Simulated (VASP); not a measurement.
Wanted: the native input for a VASP 6.6.1 run.

```yaml
Task: single point
Functional: PBEsol
Potentials_or_basis: VASP PAW PBE potentials, release 64 (Ti_sv, C)
Cutoff: 520 eV
k_mesh: 12 × 12 × 4
Occupations: gaussian, width 0.1 eV
Spin: no spin polarisation
Dipole_correction: no
Further_INCAR_settings: ALGO = Normal; EDIFF = 1e-06; NBANDS = 52
```

The structure of Ti2C lies in POSCAR:

```
Ti2C
1.0
    2.9917510478      0.0000000000      0.0000000000
   -1.4958755239      2.5909324092      0.0000000000
    0.0000000000      0.0000000000     14.4938769555
Ti C
6 3
Direct
    0.3333333333      0.6666666667      0.9130761167
    0.0000000000      0.0000000000      0.7535905500
    0.0000000000      0.0000000000      0.2464094500
    0.6666666667      0.3333333333      0.0869238833
    0.6666666667      0.3333333333      0.5797427833
    0.3333333333      0.6666666667      0.4202572167
    0.6666666667      0.3333333333      0.8333333333
    0.3333333333      0.6666666667      0.1666666667
    0.0000000000      0.0000000000      0.5000000000
```

This cell differs from its parent crystal: biaxial strain in the a-b plane: -2.0 %, then relaxed in part.

The input as run:

INCAR

```
SYSTEM = Ti2C
PREC     = Accurate       ! precision mode
ENCUT    = 520            ! plane-wave cutoff, eV
EDIFF    = 1E-6           ! SCF threshold, eV
ISMEAR   = 0              ! smearing method
SIGMA    = 0.1            ! smearing width, eV
LREAL    = .False.        ! projectors in reciprocal space
LASPH    = .True.         ! aspherical terms in the spheres
NELM     = 100            ! most SCF steps
ALGO     = Normal         ! electronic algorithm
ISIF     = 2              ! what is computed and relaxed
LWAVE    = .False.        ! write WAVECAR
LCHARG   = .False.        ! write CHGCAR
GGA      = PS             ! functional
NBANDS   = 52             ! bands
```

KPOINTS

```
regular mesh
0
Gamma
  12 12 4
  0 0 0
```

Potentials or basis: VASP PAW PBE potentials, release 64 (Ti_sv, C).

The run is started by

```console
$ cat potpaw_PBE.64/Ti_sv/POTCAR potpaw_PBE.64/C/POTCAR > POTCAR
$ mpirun -np 1 vasp_std > vasp.out
```

Results of the run:

The pressure is 5.3 GPa. The largest force is 0.028 eV/Å. The band gap on the k mesh is zero (bands 42 and 43 overlap by 1.01 eV).

Caveat: the cell differs from its parent crystal (biaxial strain in the a-b plane: -2.0 %, then relaxed in part); the stress differs along the axes, from 0 to 8 GPa; the PAW data sets were made with another functional, which shifts forces and pressure a little.

It took 4.2 min on 1 thread of Intel(R) Xeon(R) 6975P-C (Granite Rapids), on a shared host, peak memory 0.43 GiB.
